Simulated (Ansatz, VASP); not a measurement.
ZnS in VASP and in Ansatz

```
Zn S
1.0
     4.82206    0.12247   -0.48719
    -0.12247   -4.98713    0.18680
     0.48719    0.18680   -5.19902
Zn S
4 4
Direct
  0.96084 0.97748 0.98060
  0.50877 0.49740 0.97282
  0.44474 0.96466 0.53463
  0.04852 0.52486 0.49216
  0.76964 0.74954 0.76694
  0.27008 0.25382 0.78016
  0.24296 0.74848 0.22319
  0.75446 0.28376 0.24949
```

Change from the starting cell: all atoms moved at random (sigma 0.22 Å a component), cell strained at random (sigma 0.05).

Alike in both runs: task single point; functional PBEsol; k mesh 6 × 6 × 6; occupations gaussian, width 0.05 eV; no spin polarisation.

|  | VASP | Ansatz |
| --- | --- | --- |
| version | VASP 6.6.1 | Ansatz 0.2.0 |
| potentials or method | VASP PAW PBE potentials, release 64 (Zn, S), cutoff 520 eV | scalar-relativistic, plane waves, PAW |
| valence electrons in the cell | 72 | 72 |

Ansatz gave:

```
gap on the k mesh at the Fermi level (eV)                     : 0.25
least direct gap on the mesh (eV)                             : 0.25
pressure (GPa)                                                : 38.9
traceless stress, the component that is largest in VASP (GPa) : 17.56
rms of the force components (eV/Å)                            : 2.928
```

What did VASP give for the same quantities?

gap on the k mesh at the Fermi level (eV): 0.24; least direct gap on the mesh (eV): 0.24; pressure (GPa): 39.3; traceless stress, the component that is largest in VASP (GPa): 17.57; rms of the force components (eV/Å): 2.955.

VASP's potentials were made for PBE, not for PBEsol. Atom by atom the forces differ by 0.028 eV/Å (rms over components). Both programs put the cell under a high pressure, so it lies far from rest at this level.
